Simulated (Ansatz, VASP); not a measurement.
**Li2Se: VASP beside Ansatz**

```
Li Se
1.0
     2.97237    2.97237    0.00000
    -2.97237    2.97237    0.00000
     0.00000    2.97237    2.97237
Li Se
2 1
Direct
  0.25000 0.75000 0.50000
  0.75000 0.25000 0.50000
  0.00000 0.00000 0.00000
```

Alike in both runs: functional PBEsol; k mesh 12 × 12 × 12; occupations fermi-dirac, width 0.05 eV; no spin polarisation.

Ansatz relaxed the structure, and its values are those at the end. VASP's run is a single point on that final structure, the one shown.

```csv
,VASP,Ansatz
version,VASP 6.6.1,Ansatz 0.2.0
potentials or method,"VASP PAW PBE potentials, release 64 (Li_sv, Se)","PAW with Ansatz's default frozen-core files, scalar-relativistic"
plane-wave cutoff (eV),750,420
valence electrons in the cell,12,22
```

|  | VASP | Ansatz | Ansatz less VASP |
| --- | --- | --- | --- |
| pressure (GPa) | 0.0 | 0.0 | -0.02 |

VASP's potentials were made for PBE, not for PBEsol. VASP's potentials hold 12 valence electrons a cell and Ansatz's 22, so a difference there can come from the potentials and not from the codes.
